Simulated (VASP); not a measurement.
Write the native input for VASP 6.6.1 that does the following.

| Quantity | Value |
| --- | --- |
| Task | single point |
| Functional | PBE-based screened hybrid |
| Potentials or basis | VASP PAW PBE potentials, release 64 (B, As) |
| Cutoff | 520 eV |
| k mesh | 5 × 5 × 5 |
| Occupations | fermi-dirac, width 0.05 eV |
| Spin | no spin polarisation |
| Dipole correction | no |
| Grid for exact exchange (PRECFOCK) | Normal |
| Share of exact exchange | 0.25 |
| Further INCAR settings | ALGO = Normal; EDIFF = 1e-07; NBANDS = 11 |
| Screening parameter | 0.3 1/Å |

BAs:

```
B As
1.0
     2.88338    0.00000    0.00000
     0.00000    2.88338    0.00000
     0.00000    0.00000    2.88338
B As
1 1
Cartesian
  1.4417 1.4417 1.4417
  0.0000 0.0000 0.0000
```

The input as run:

POSCAR

```
BAs
1.0
    2.8833779329      0.0000000000      0.0000000000
    0.0000000000      2.8833779329      0.0000000000
    0.0000000000      0.0000000000      2.8833779329
B As
1 1
Direct
    0.5000000000      0.5000000000      0.5000000000
    0.0000000000      0.0000000000      0.0000000000
```

INCAR.step1

```
SYSTEM = BAs
  ALGO = Normal
  EDIFF = 1E-5
  ENCUT = 520
  GGA = PE
  ISIF = 2
  ISMEAR = -1
  LASPH = .TRUE.
  LCHARG = .FALSE.
  LREAL = .FALSE.
  LWAVE = .TRUE.
  NBANDS = 11
  NELM = 80
  PREC = Accurate
  SIGMA = 0.05
```

INCAR.step2

```
SYSTEM = BAs
  AEXX = 0.25
  ALGO = Normal
  EDIFF = 1E-7
  ENCUT = 520
  GGA = PE
  HFSCREEN = 0.3
  ISIF = 2
  ISMEAR = -1
  ISTART = 1
  LASPH = .TRUE.
  LCHARG = .FALSE.
  LHFCALC = .TRUE.
  LREAL = .FALSE.
  LWAVE = .FALSE.
  NBANDS = 11
  NELM = 80
  PREC = Accurate
  PRECFOCK = Normal
  SIGMA = 0.05
```

KPOINTS

```
k-points
0
G
  5 5 5
  0 0 0
```

Potentials or basis: VASP PAW PBE potentials, release 64 (B, As).

Run with:

```console
$ cat potpaw_PBE.64/B/POTCAR potpaw_PBE.64/As/POTCAR > POTCAR
$ cp INCAR.step1 INCAR
$ mpirun -np 1 vasp_std > vasp.out
$ cp INCAR.step2 INCAR
$ mpirun -np 1 vasp_std > vasp.out
```

Results of the run:

| Property | Result |
| --- | --- |
| Pressure | -0.3 GPa |
| Band gap on the k mesh | zero (band 4 reaches 9.67 eV, above the bottom of band 5 at 5.73 eV) |

Caveat: the k points lie up to 0.44 Å⁻¹ apart; the PAW data sets were made with another functional, which shifts forces and pressure a little.

It took 2.2 min on 1 thread of Intel(R) Xeon(R) 6975P-C (Granite Rapids), on a shared host, peak memory 0.24 GiB.
